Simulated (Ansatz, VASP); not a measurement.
**One calculation of TiGe4Mo, two programs**

```
Ti Ge Mo
1.0
     0.00000    4.35209    4.41690
     2.46243    0.00000    4.41690
     2.46243    4.35209    0.00000
Ti Ge Mo
1 4 1
Direct
  0.50000 0.50000 0.50000
  0.08650 0.41350 0.08650
  0.15868 0.84132 0.15868
  0.84132 0.15868 0.84132
  0.41350 0.08650 0.41350
  0.75000 0.75000 0.75000
```

Alike in both runs: functional PBE; k mesh 4 × 4 × 4; occupations gaussian, width 0.1 eV; no spin polarisation.

Ansatz relaxed the structure, and its values are those at the end. VASP's run is a single point on that final structure, the one shown.

|  | VASP | Ansatz |
| --- | --- | --- |
| version | VASP 6.6.1 | Ansatz 0.2.0 |
| potentials or method | VASP PAW PBE potentials, release 64 (Ti_sv, Ge_d, Mo_sv), cutoff 520 eV | scalar-relativistic, plane waves, PAW |
| valence electrons in the cell | 82 | 82 |

VASP gave:

- gap on the k mesh at the Fermi level (eV): none
- pressure (GPa): 0.2
- rms of the force components (eV/Å): 0.006

Which values does Ansatz return?

gap on the k mesh at the Fermi level (eV): none; pressure (GPa): 0.0; rms of the force components (eV/Å): 0.007.

A gap of «none» marks a metal or a gap that the smearing closes.

The k mesh is coarse, so the values compare programs but aren't converged.
